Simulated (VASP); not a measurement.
Write the native input for VASP 6.6.1 that does the following.

```yaml
Task: single point
Functional: PBEsol
Potentials_or_basis: VASP PAW PBE potentials, release 64 (Au, Al)
Cutoff: 520 eV
k_mesh: 5 × 5 × 5
Occupations: fermi-dirac, width 0.05 eV
Spin: no spin polarisation
Dipole_correction: no
Further_INCAR_settings: ALGO = Fast; EDIFF = 1e-07; NBANDS = 18
```

The structure of Al3Au lies in POSCAR:

```
Al3Au
1.0
   -2.0253330000      2.0253330000      4.0566000000
    2.0253330000     -2.0253330000      4.0566000000
    2.0253330000      2.0253330000     -4.0566000000
Au Al
1 3
Direct
    0.0000000000      0.0000000000      0.0000000000
    0.5000000000      0.5000000000      0.0000000000
    0.2500000000      0.7500000000      0.5000000000
    0.7500000000      0.2500000000      0.5000000000
```

These files were run (other wordings do the same):

INCAR

```
ALGO = Fast
EDIFF = 1E-7
ENCUT = 520
GGA = PS
ISIF = 2
ISMEAR = -1
LASPH = T
LCHARG = F
LREAL = F
LWAVE = F
NBANDS = 18
NELM = 80
PREC = Accurate
SIGMA = 0.05
```

KPOINTS

```
k-points
0
Gamma
  5 5 5
```

Potentials or basis: VASP PAW PBE potentials, release 64 (Au, Al).

Run with:

```console
$ cat potpaw_PBE.64/Au/POTCAR potpaw_PBE.64/Al/POTCAR > POTCAR
$ mpirun -np 1 vasp_std > vasp.out
```

It gave:

```json
{
  "Pressure": "-2.7 GPa",
  "Band gap on the k mesh": "zero (band 10 reaches 10.50 eV, above the bottom of band 11 at 7.21 eV)"
}
```

Caveat: the k points lie up to 0.44 Å⁻¹ apart; the PAW data sets were made with another functional, which shifts forces and pressure a little; spin-orbit coupling is left out, which moves the levels of the heavy elements.

Run time: 17 s on 1 thread of Intel(R) Xeon(R) 6975P-C (Granite Rapids), on a shared host, peak memory 0.24 GiB.
